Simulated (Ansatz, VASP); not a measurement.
## Two plane-wave programs on Se

```xyz
4
Lattice="2.5394 -4.3038 0.0000 2.5394 4.3038 0.0000 0.0000 0.0000 5.0856" Properties=species:S:1:pos:R:3 pbc="T T T"
Se    2.5394    2.9912    0.3992
Se    2.5394   -1.3127    2.1436
Se    2.5394   -2.9912    4.6863
Se    2.5394    1.3127    2.9420
```

Alike in both runs: task single point; functional r2SCAN; k mesh 4 × 4 × 4; occupations gaussian, width 0.1 eV; no spin polarisation.

|  | VASP | Ansatz |
| --- | --- | --- |
| version | VASP 6.6.1 | Ansatz 0.2.0 |
| potentials or method | VASP PAW PBE potentials, release 64 (Se), cutoff 520 eV | scalar-relativistic, plane waves, PAW |
| valence electrons in the cell | 24 | 64 |

```csv
,VASP,Ansatz,Ansatz less VASP
gap on the k mesh at the Fermi level (eV),none,none,-
pressure (GPa),-6.2,-6.1,+0.06
"traceless stress, the component that is largest in VASP (GPa)",3.90,3.91,+0.006
rms of the force components (eV/Å),0.612,0.614,+0.0022
```

VASP's potentials were made for PBE, not for r2SCAN. Atom by atom the forces differ by 0.002 eV/Å (rms over components). A gap of «none» marks a metal or a gap that the smearing closes. VASP's potentials hold 24 valence electrons a cell and Ansatz's 64, so a difference there can come from the potentials and not from the codes.
